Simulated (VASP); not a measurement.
# Ba4Ti4O12F (a cell with a defect): single point with PBE+D3(BJ)

Crystal: Ba4Ti4O12F (a cell with a defect).

```
Ba Ti O F
1.0
    -4.00768    4.00768    4.00768
     4.00768   -4.00768    4.00768
     4.00768    4.00768   -4.00768
Ba Ti O F
4 4 12 1
Direct
  0.47445 0.50036 0.52728
  0.01939 0.05438 0.52905
  0.00498 0.50198 0.98123
  0.47791 0.97699 0.98911
  0.98620 0.99077 0.99697
  0.50947 0.51516 0.03954
  0.47199 0.99994 0.49600
  0.94748 0.48774 0.44086
  0.02069 0.26538 0.28001
  0.25602 0.01412 0.26578
  0.27623 0.27244 0.03350
  0.48726 0.76862 0.25204
  0.74271 0.39422 0.13635
  0.77203 0.76752 0.03393
  0.48966 0.24357 0.73004
  0.75906 0.00979 0.76948
  0.75353 0.27496 0.49679
  0.02295 0.77480 0.79358
  0.28646 0.51011 0.79163
  0.23198 0.75381 0.49749
  0.75526 0.65993 0.41552
```

```yaml
Program: VASP 6.6.1
Task: single point
Functional: PBE
Dispersion: D3(BJ)
Potentials_or_basis: VASP PAW PBE potentials, release 64 (Ba_sv, Ti_sv, O, F)
Cutoff: 520 eV
k_mesh: 2 × 2 × 2
Occupations: gaussian, width 0.05 eV
Spin: no spin polarisation
Dipole_correction: no
Charge: -1
Further_INCAR_settings: LREAL = Auto; ALGO = Normal; EDIFF = 1e-06; NBANDS = 100; NELECT = 168.0
```

| Quantity | Value |
| --- | --- |
| Largest force | 0.202 eV/Å |
| Dispersion energy per atom | -0.261 eV |

Forces in eV/Å, atoms in the order of the input:
```
Ba  -0.006  0.005  0.058
Ba  -0.017  0.018 -0.008
Ba  -0.032  0.026  0.059
Ba  -0.042  0.020 -0.031
Ti   0.047  0.020  0.025
Ti  -0.018  0.057  0.046
Ti  -0.034  0.063  0.018
Ti   0.047  0.000  0.035
O   -0.058 -0.097 -0.006
O   -0.016 -0.049 -0.008
O   -0.001 -0.002 -0.075
O    0.023  0.064 -0.010
O    0.198 -0.039 -0.007
O   -0.002 -0.002 -0.016
O    0.041  0.086 -0.011
O   -0.008 -0.044 -0.010
O    0.009 -0.011 -0.077
O   -0.042 -0.117 -0.004
O    0.039  0.005  0.005
O    0.000 -0.011  0.016
F   -0.128  0.011  0.002
```

Levels at points of the mesh, in eV from the Fermi level:
```
           k point  band 82  band 83  band 84  band 85  band 86  band 87
(0.00, 0.00, 0.00)    -0.63    -0.55    -0.36     1.93     2.03     2.79
(0.50, 0.00, 0.00)    -0.81    -0.61    -0.55     2.48     2.62     2.71
(0.00, 0.50, 0.00)    -0.84    -0.72    -0.39     2.36     2.59     2.68
(0.00, 0.00, 0.50)    -0.82    -0.80    -0.59     2.37     2.48     2.66
(0.50, 0.00, 0.50)    -0.83    -0.73    -0.37     2.36     2.58     2.69
(0.50, 0.50, 0.00)    -0.80    -0.68    -0.48     2.30     2.47     2.59
(0.00, 0.50, 0.50)    -0.77    -0.64    -0.55     2.49     2.56     2.71
(0.50, 0.50, 0.50)    -0.74    -0.68    -0.30     1.89     2.08     2.76
```

Wall time 16 min on 1 thread of AMD EPYC 7R43 64-Core Processor (Zen 3) (shared host), peak memory 0.41 GiB.

Caveat: the k points lie up to 0.55 Å⁻¹ apart; the cell carries a net charge on a neutralising background, which shifts energy and pressure; the cell is charged against a uniform background, so pressure and absolute levels hang on convention; spin-orbit coupling is left out, which moves the levels of the heavy elements.
